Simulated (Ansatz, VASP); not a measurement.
## Si in VASP and in Ansatz

```
CELL_PARAMETERS angstrom
0.00000 2.73547 2.73547
2.73547 0.00000 2.73547
2.73547 2.73547 0.00000
ATOMIC_POSITIONS crystal
Si 0.87500 0.87500 0.87500
Si 0.12500 0.12500 0.12500
```

Alike in both runs: functional PBE; k mesh 10 × 10 × 10; occupations fermi-dirac, width 0.02 eV; no spin polarisation.

Ansatz relaxed the structure, and its values are those at the end. VASP's run is a single point on that final structure, the one shown.

```csv
,VASP,Ansatz
version,VASP 6.6.1,Ansatz 0.2.0
potentials or method,"VASP PAW PBE potentials, release 64 (Si)","PAW with Ansatz's default frozen-core files, scalar-relativistic"
plane-wave cutoff (eV),520,420
valence electrons in the cell,8,8
```

```csv
,VASP,Ansatz,Ansatz less VASP
pressure (GPa),-0.1,0.0,+0.08
```
